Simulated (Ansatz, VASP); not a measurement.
# One calculation of ZnO, two programs

```
CELL_PARAMETERS angstrom
3.24931 0.00000 0.00000
-1.62465 2.81398 0.00000
0.00000 0.00000 5.20571
ATOMIC_POSITIONS crystal
Zn 0.66667 0.33333 0.00000
Zn 0.33333 0.66667 0.50000
O 0.33333 0.66667 0.87901
O 0.66667 0.33333 0.37901
```

Alike in both runs: task relaxation of cell and atoms; functional revPBE; dispersion D3(BJ); k mesh 7 × 7 × 4; occupations fermi-dirac, width 0.05 eV; no spin polarisation.

|  | VASP | Ansatz |
| --- | --- | --- |
| version | VASP 6.6.1 | Ansatz 0.2.0 |
| potentials or method | VASP PAW PBE potentials, release 64 (Zn, O) | Ansatz PAW |
| plane-wave cutoff (eV) | 600 | 420 |
| valence electrons in the cell | 36 | 36 |

Ansatz gave:

```
gap on the k mesh at the Fermi level, each at its own relaxed structure (eV) : 0.84
relaxed volume (Å³/atom)                                                     : 12.08
relaxed cell length with the largest relative difference (Å)                 : 5.262
```

Which values does VASP return?

gap on the k mesh at the Fermi level, each at its own relaxed structure (eV): 0.81; relaxed volume (Å³/atom): 12.16; relaxed cell length with the largest relative difference (Å): 5.274.

VASP's potentials were made for PBE, not for revPBE.

Noted on Ansatz's run: odd divisions of the mesh miss points on the zone boundary, where band edges often lie, so the gap on the mesh can be too wide; the plane-wave basis is chosen anew once the cell has moved, so the energies of steps on either side of that aren't comparable.
